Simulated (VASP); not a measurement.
# Sb (P-1) in VASP: further runs

Sb is run at these levels: PBEsol; tasks: single point.

Program: VASP 6.6.1. These are calculated values, not measurements. Logs are shortened: lines on timing, memory, paths and dates and some standing lists are left out, and cuts for length are marked.

**1. The cell of the first run**

The typed cell holds 2 atoms: a = 4.493 Å, b = 4.493 Å, c = 4.493 Å, α = 57.20°, β = 57.20°, γ = 57.20°.

**2. Single point, PBEsol (atom 1 (Sb) moved by (-0.150, -0.300) A along [1 1 0] and z)**

INCAR reads:

```
SYSTEM = Sb
PREC     = Accurate       ! precision mode
ENCUT    = 520            ! plane-wave cutoff, eV
EDIFF    = 1E-6           ! SCF threshold, eV
ISMEAR   = 0              ! smearing method
SIGMA    = 0.15           ! smearing width, eV
LREAL    = .False.        ! projectors in reciprocal space
LASPH    = .True.         ! aspherical terms in the spheres
NELM     = 80             ! most SCF steps
ALGO     = Normal         ! electronic algorithm
ISIF     = 2              ! what is computed and relaxed
LWAVE    = .False.        ! write WAVECAR
LCHARG   = .False.        ! write CHGCAR
GGA      = PS             ! functional
NBANDS   = 12             ! bands
```

KPOINTS reads:

```
Automatic mesh
0
Gamma
  12 12 12
  0 0 0
```

POSCAR reads:

```
Sb
1.0
    2.1506003320      1.2416496806      3.7440000000
   -2.1506003320      1.2416496806      3.7440000000
    0.0000000000     -2.4832993611      3.7440000000
Sb
2
Direct
    0.1680337242      0.2173529843      0.2354050864
    0.7663600000      0.7663600000      0.7663600000
```

Potentials or basis: VASP PAW PBE potentials, release 64 (Sb).

The run is started by

```sh
$ cat potpaw_PBE.64/Sb/POTCAR > POTCAR
$ mpirun -np 1 vasp_std > vasp.out
```

OUTCAR:

```text
SYSTEM = Sb
   PREC = Accurate
   ENCUT = 520
   EDIFF = 1E-6
   ISMEAR = 0
   LREAL = .False.
   LASPH = .True.
   NELM = 80
   ISIF = 2
   GGA = PS

 ion  position               nearest neighbor table
   1  0.168  0.217  0.235-   2 2.67   2 2.73   2 2.89   2 3.45   2 3.58   2 3.63
   2  0.766  0.766  0.766-   1 2.67   1 2.73   1 2.89   1 3.45   1 3.58   1 3.63

  LATTYP: Found a trigonal (rhomboedric) cell.
 ALAT       =     4.4926953733
 COS(alpha) =     0.5417151843

  Lattice vectors:

 A1 = (   2.1506003320,   1.2416496806,   3.7440000000)
 A2 = (  -2.1506003320,   1.2416496806,   3.7440000000)
 A3 = (   0.0000000000,  -2.4832993611,   3.7440000000)

Analysis of symmetry for initial positions (statically):
=====================================================================
 Subroutine PRICEL returns:
 Original cell was already a primitive cell.

 Routine SETGRP: Setting up the symmetry group for a
 trigonal (rhombohedral) supercell.

 Subroutine GETGRP returns: Found  2 space group operations
 (whereof  1 operations were pure point group operations)
 out of a pool of 12 trial point group operations.

The static configuration has the point symmetry C_1 .
 The point group associated with its full space group is S_2 .

Analysis of symmetry for dynamics (positions and initial velocities):
=====================================================================
 Subroutine PRICEL returns:
 Original cell was already a primitive cell.

 Routine SETGRP: Setting up the symmetry group for a
 trigonal (rhombohedral) supercell.

 Subroutine GETGRP returns: Found  2 space group operations
 (whereof  1 operations were pure point group operations)
 out of a pool of 12 trial point group operations.

The dynamic configuration has the point symmetry C_1 .
 The point group associated with its full space group is S_2 .

 Subroutine INISYM returns: Found  2 space group operations
 (whereof  1 operations are pure point group operations),
 and found     1 'primitive' translations

----------------------------------------------------------------------------------------

                                     Primitive cell

  volume of cell :      59.9854

  direct lattice vectors                    reciprocal lattice vectors
     2.150600332  1.241649681  3.744000000     0.232493222  0.134230024  0.089031339
    -2.150600332  1.241649681  3.744000000    -0.232493222  0.134230024  0.089031339
     0.000000000 -2.483299361  3.744000000     0.000000000 -0.268460048  0.089031339

  length of vectors
     4.492695373  4.492695373  4.492695373     0.282838075  0.282838075  0.282838075

  position of ions in fractional coordinates (direct lattice)
     0.168033724  0.217352984  0.235405086
     0.766360000  0.766360000  0.766360000

  ion indices of the primitive-cell ions
   primitive index   ion index
                 1           1
                 2           2

----------------------------------------------------------------------------------------

 KPOINTS: Automatic mesh

Automatic generation of k-mesh.
 Grid dimensions read from file:
 generate k-points for:   12   12   12

 Generating k-lattice:

  Cartesian coordinates                     Fractional coordinates (reciprocal lattice)
     0.019374435  0.011185835  0.007419278     0.083333333  0.000000000  0.000000000
    -0.019374435  0.011185835  0.007419278     0.000000000  0.083333333  0.000000000
     0.000000000 -0.022371671  0.007419278     0.000000000  0.000000000  0.083333333

  Length of vectors
     0.023569840  0.023569840  0.023569840

  Shift w.r.t. Gamma in fractional coordinates (k-lattice)
     0.000000000  0.000000000  0.000000000

 Subroutine IBZKPT returns following result:
 ===========================================

 Found    868 irreducible k-points:

 Following reciprocal coordinates:
            Coordinates               Weight
  0.000000  0.000000  0.000000      1.000000
  0.083333  0.000000 -0.000000      2.000000
  0.000000  0.083333 -0.000000      2.000000
  0.000000  0.000000  0.083333      2.000000
  0.166667  0.000000  0.000000      2.000000
  0.000000  0.166667  0.000000      2.000000
[... 16 lines left out ...]
  0.166667  0.083333  0.000000      2.000000
 -0.166667 -0.000000 -0.083333      2.000000
 [... further k-points ...]
   k-points           NKPTS =    868   k-points in BZ     NKDIM =    868   number of bands    NBANDS=     12
   number of dos      NEDOS =    301   number of ions     NIONS =      2
   total plane-waves  NPLWV =  46656
   dimension x,y,z NGX =    36 NGY =   36 NGZ =   36
   dimension x,y,z NGXF=    72 NGYF=   72 NGZF=   72
   ions per type =               2
   NGX,Y,Z   is equivalent  to a cutoff of  13.32, 13.32, 13.32 a.u.
   NGXF,Y,Z  is equivalent  to a cutoff of  26.64, 26.64, 26.64 a.u.
 SYSTEM =  Sb
   PREC   = accura    normal or accurate (medium, high low for compatibility)
   ISTART =      0    job   : 0-new  1-cont  2-samecut
   ICHARG =      2    charge: 1-file 2-atom 10-const
   ISPIN  =      1    spin polarized calculation?
   LNONCOLLINEAR =      F non collinear calculations
   LSORBIT =      F    spin-orbit coupling
   LASPH  =      T    aspherical Exc in radial PAW
   ENCUT  =  520.0 eV  38.22 Ry    6.18 a.u.   8.35  8.35  8.35*2*pi/ulx,y,z
   NELM   =     80;   NELMIN=  2; NELMDL= -5     # of ELM steps
   EDIFF  = 0.1E-05   stopping-criterion for ELM
   LREAL  =      F    real-space projection
   EDIFFG = 0.1E-04   stopping-criterion for IOM
   NSW    =      0    number of steps for IOM
   IBRION =     -1    ionic relax: 0-MD 1-quasi-New 2-CG
   NFREE  =      0    steps in history (QN), initial steepest desc. (CG)
   ISIF   =      2    stress and relaxation
   ISYM   =      2    0-nonsym 1-usesym 2-fastsym
   POTIM  = 0.5000    time-step for ionic-motion
   TEBEG  =    0.0;   TEEND  =   0.0 temperature during run
   PSTRESS=    0.0 pullay stress
   NELECT =      10.0000    total number of electrons
   NUPDOWN=      -1.0000    fix difference up-down
   EMIN   =  10.00;   EMAX   =-10.00  energy-range for DOS
   EFERMI =   0.00;   METHOD = LEGACY
   ISMEAR =     0;   SIGMA  =   0.15  broadening in eV -4-tet -1-fermi 0-gaus
   EFERMI_NEDOS =   21; number of points for ismear=-14 and -15
   IALGO  =     38    algorithm
   IMIX   =      4    mixing-type and parameters
     AMIX     =   0.40;   BMIX     =  1.00
     AMIX_MAG =   1.60;   BMIX_MAG =  1.00
  volume/ion in A,a.u.               =      29.99       202.40
  Fermi-wavevector in a.u.,A,eV,Ry     =   0.901003  1.702649 11.045295  0.811806
  Thomas-Fermi vector in A             =   2.024030
   LORBIT       =      0    0 simple, 1 ext, 2 COOP (PROOUT), +10 PAW based schemes
   GGA     = PS    functional components
   LHFCALC =     F    Hartree Fock is set to
   AEXX    =    0.0000 exact exchange contribution
   IVDW    =     0    specifies the selected vdW correction
   LEPSILON=     F    determine dielectric tensor
   LRPA    =     F    only Hartree local field effects (RPA)
 non-spin polarized calculation
 Gauss-broadening in eV      SIGMA  =   0.15
  energy-cutoff  :      520.00
  volume of cell :       59.99
 maximum number of plane-waves:      1627
 NGX is ok and might be reduce to    36
   NGX = 17   NGY = 17   NGZ = 17

 number of electron      10.0000000 magnetization

 Free energy of the ion-electron system (eV)
  ---------------------------------------------------
  ext. energy  EPLUGINS =         0.00000000
  ---------------------------------------------------
  free energy    TOTEN  =        -8.69775318 eV

  energy without entropy =       -8.69421686  energy(sigma->0) =       -8.69598502

 E-fermi :   7.2149     XC(G=0):  -9.6397

 val. band max:        7.2006215819   @ k =   0.5000   0.4167   0.3333
 cond. band min:       7.2276172088   @ k =   0.5000   0.3333  -0.3333
 fundamental gap:      0.0269956269
 Fermi energy:         7.2149201026

 k-point     1 :       0.0000    0.0000    0.0000
  band No.  band energies     occupation
      1      -5.9317      2.00000
      2       2.7516      2.00000
      3       4.6691      2.00000
      4       5.3542      2.00000
      5       5.8324      2.00000
      6       8.0822      0.00000
      7       9.0850      0.00000
      8      10.1318      0.00000
      9      12.4070      0.00000
     10      13.0529      0.00000
     11      13.3796      0.00000
     12      13.6444      0.00000

 k-point     2 :       0.0833    0.0000   -0.0000
  band No.  band energies     occupation
      1      -5.8581      2.00000
      2       2.3504      2.00000
      3       4.6309      2.00000
      4       5.4403      2.00000
      5       5.8358      2.00000
      6       8.2304      0.00000
      7       9.0256      0.00000
      8      10.0940      0.00000
      9      12.2650      0.00000
     10      12.3607      0.00000
     11      13.1123      0.00000
     12      14.0576      0.00000

 k-point     3 :       0.0000    0.0833   -0.0000
  band No.  band energies     occupation
      1      -5.8537      2.00000
      2       2.2707      2.00000
      3       4.7874      2.00000
      4       5.3200      2.00000
      5       5.8879      2.00000
      6       8.2269      0.00000
      7       9.1254      0.00000
      8      10.0018      0.00000
      9      11.9971      0.00000
     10      12.6878      0.00000
     11      13.0994      0.00000
     12      14.0231      0.00000
[... 286 lines left out ...]
 k-point    23 :       0.1667    0.0833    0.0000
  band No.  band energies     occupation
      1      -5.6709      2.00000
      2       1.5843      2.00000
      3       4.4839      2.00000
      4       5.0517      2.00000
      5       6.3769      2.00000
      6       8.3531      0.00000
      7       8.9781      0.00000
      8       9.8745      0.00000
      9      11.6207      0.00000
     10      12.7721      0.00000
     11      13.3427      0.00000
     12      14.7477      0.00000

 k-point    24 :      -0.1667   -0.0000   -0.0833
  band No.  band energies     occupation
      1      -5.6749      2.00000
      2       1.6397      2.00000
      3       4.3602      2.00000
      4       5.0729      2.00000
      5       6.4958      2.00000
      6       8.2224      0.00000
      7       8.8517      0.00000
      8      10.0603      0.00000
      9      11.7337      0.00000
     10      12.7249      0.00000
     11      13.2764      0.00000
     12      14.7286      0.00000

 [... further k-points ...]

------------------------ aborting loop because EDIFF is reached ----------------------------------------

  FORCE on cell =-STRESS in cart. coord.  units (eV):
  Direction    XX          YY          ZZ          XY          YZ          ZX
  --------------------------------------------------------------------------------------
  -------------------------------------------------------------------------------------
  Total        2.0136865      3.6925888      1.7156022     -0.7365779      0.9264123      0.7460746
  in kB       53.7844284     98.6269599     45.8227647    -19.6735794     24.7439490     19.9272320
  external PRESSURE =      66.0780510 kB  Pullay stress =       0.0000000 kB

 VOLUME and BASIS-vectors are now :
 -----------------------------------------------------------------------------
  energy-cutoff  :      520.00
  volume of cell :       59.99
      direct lattice vectors                 reciprocal lattice vectors
     2.150600332  1.241649681  3.744000000     0.232493222  0.134230024  0.089031339
    -2.150600332  1.241649681  3.744000000    -0.232493222  0.134230024  0.089031339
     0.000000000 -2.483299361  3.744000000     0.000000000 -0.268460048  0.089031339

 POSITION                                       TOTAL-FORCE (eV/Angst)
 -----------------------------------------------------------------------------------
     -0.10607     -0.10607      2.32424         0.611684      0.769226      2.218865
      0.00000      0.00000      8.60776        -0.611684     -0.769226     -2.218865
 -----------------------------------------------------------------------------------
    total drift:                               -0.000000      0.000000     -0.000000

  FREE ENERGIE OF THE ION-ELECTRON SYSTEM (eV)
  ---------------------------------------------------
  free  energy   TOTEN  =        -8.6977531786 eV

  energy  without entropy=       -8.6942168580  energy(sigma->0) =       -8.69598502
```

Run time: 3.3 min. Hardware: 1 thread of Intel Xeon 6975P-C (Granite Rapids), shared host; peak memory 0.62 GiB.

What came out:

```
Free energy            : -8.6978 eV
Pressure               : 6.6 GPa
Largest force          : 2.427 eV/Å
Band gap on the k mesh : zero (bands 5 and 6 overlap by 0.31 eV)
```

Forces in eV/Å, atoms in the order of the input:
```
Sb   0.612  0.769  2.219
Sb  -0.612 -0.769 -2.219
```

Stress tensor (GPa, compression positive):
```
 5.38 -1.97  1.99
-1.97  9.86  2.47
 1.99  2.47  4.58
```

Caveat: the cell differs from its parent crystal (atom 1 (Sb) moved by (-0.150, -0.300) A along [1 1 0] and z); the cell stands under pressure; the PAW data sets were made with another functional, which shifts forces and pressure a little; spin-orbit coupling is left out, which moves the levels of the heavy elements.

(Part 1 of 2 ends here.)
